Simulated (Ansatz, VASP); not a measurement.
## One calculation of Ga, two programs

```
CELL_PARAMETERS angstrom
2.31080 -3.87292 0.00000
2.31080 3.87292 0.00000
0.00000 0.00000 4.54631
ATOMIC_POSITIONS crystal
Ga 0.84421 0.15579 0.08394
Ga 0.65579 0.34421 0.58394
Ga 0.15579 0.84421 0.91606
Ga 0.34421 0.65579 0.41606
```

Alike in both runs: task single point; functional PBE; k mesh 9 × 9 × 8; occupations fermi-dirac, width 0.1 eV; no spin polarisation.

|  | VASP | Ansatz |
| --- | --- | --- |
| version | VASP 6.6.1 | Ansatz 0.2.0 |
| potentials or method | VASP PAW PBE potentials, release 64 (Ga_d), cutoff 520 eV | plane waves (420 eV) with PAW, scalar-relativistic |
| valence electrons in the cell | 52 | 52 |

VASP gave:

```
pressure (GPa)                                                : 0.1
traceless stress, the component that is largest in VASP (GPa) : -0.16
```

**Question.** Estimate Ansatz's values.

**Answer.** Pressure (GPa): 0.0; traceless stress, the component that is largest in VASP (GPa): -0.18.
